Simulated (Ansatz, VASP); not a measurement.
# ZrC: VASP beside Ansatz

The input INCAR:

```
PREC = Accurate
ENCUT = 520
EDIFF = 1E-8
ISMEAR = -1
SIGMA = 0.05
LREAL = False
LASPH = True
NELM = 100
ALGO = Normal
ISIF = 2
LWAVE = False
LCHARG = False
GGA = PE
LEFG = True
NBANDS = 15
```

KPOINTS

```
Automatic mesh
0
Gamma
  15 15 15
```

POSCAR

```
ZrC
1.0
    0.0000000000      2.3022330686      2.3022330686
    2.3022330686      0.0000000000      2.3022330686
    2.3022330686      2.3022330686      0.0000000000
Zr C
1 1
Direct
    0.5000000000      0.5000000000      0.5000000000
    0.0000000000      0.0000000000      0.0000000000
```

Input for Ansatz:

```yaml
crystal:
  lattice:
    - [0.0, 2.3022330686, 2.3022330686]
    - [2.3022330686, 0.0, 2.3022330686]
    - [2.3022330686, 2.3022330686, 0.0]
  atoms:
    - { symbol: Zr, position: [0.5, 0.5, 0.5] }
    - { symbol: C, position: [0.0, 0.0, 0.0] }
kpoints:
  mp_grid: { grid: [15, 15, 15] }
scf:
  occupations: { method: fermi_dirac, width: 0.05 }
hamiltonian:
  xc: pbe
  pseudopotentials: { kind: all_electron, datasets: crystal }
output:
  forces: true
  stress: true
  eigenvalues: true
  efg: { contact_densities: true }
```

Change from the starting cell: volume scaled by 0.94, crystal datasets.

Alike in both runs: task electric field gradients; functional PBE; k mesh 15 × 15 × 15; occupations fermi-dirac, width 0.05 eV; no spin polarisation.

|  | VASP | Ansatz |
| --- | --- | --- |
| version | VASP 6.6.1 | Ansatz 0.2.0 |
| potentials or method | VASP PAW PBE potentials, release 64 (Zr_sv, C), cutoff 520 eV | all-electron PAW with datasets made for the crystal, scalar-relativistic |

VASP gave:

```
pressure (GPa) : 17.4
```

**Question.** Estimate Ansatz's values.

**Answer.** Pressure (GPa): 17.1.

Ansatz ran all-electron here, and VASP with PAW potentials.
